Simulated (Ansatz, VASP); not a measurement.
Two plane-wave programs on LiF

```
CELL_PARAMETERS angstrom
3.12591 0.00000 0.00000
-1.56296 2.70712 0.00000
0.00000 0.00000 4.90188
ATOMIC_POSITIONS crystal
Li 0.33333 0.66667 0.38107
Li 0.66667 0.33333 0.88107
F 0.33333 0.66667 0.99393
F 0.66667 0.33333 0.49393
```

Alike in both runs: functional PBE; k mesh 9 × 9 × 6; occupations gaussian, width 0.02 eV; no spin polarisation.

Ansatz relaxed the structure, and its values are those at the end. VASP's run is a single point on that final structure, the one shown.

|  | VASP | Ansatz |
| --- | --- | --- |
| version | VASP 6.6.1 | Ansatz 0.2.0 |
| potentials or method | VASP PAW PBE potentials, release 64 (Li_sv, F), cutoff 520 eV | scalar-relativistic, plane waves, PAW |
| valence electrons in the cell | 20 | 20 |

|  | VASP | Ansatz | Ansatz less VASP |
| --- | --- | --- | --- |
| gap on the k mesh at the Fermi level (eV) | 7.59 | 7.60 | +0.012 |
| least direct gap on the mesh (eV) | 7.59 | 7.60 | +0.012 |

With one functional, cell and mesh, what is left measures potentials, basis and numerics.

Noted on VASP's run: the cutoff is short for stress, so the pressure is rough.
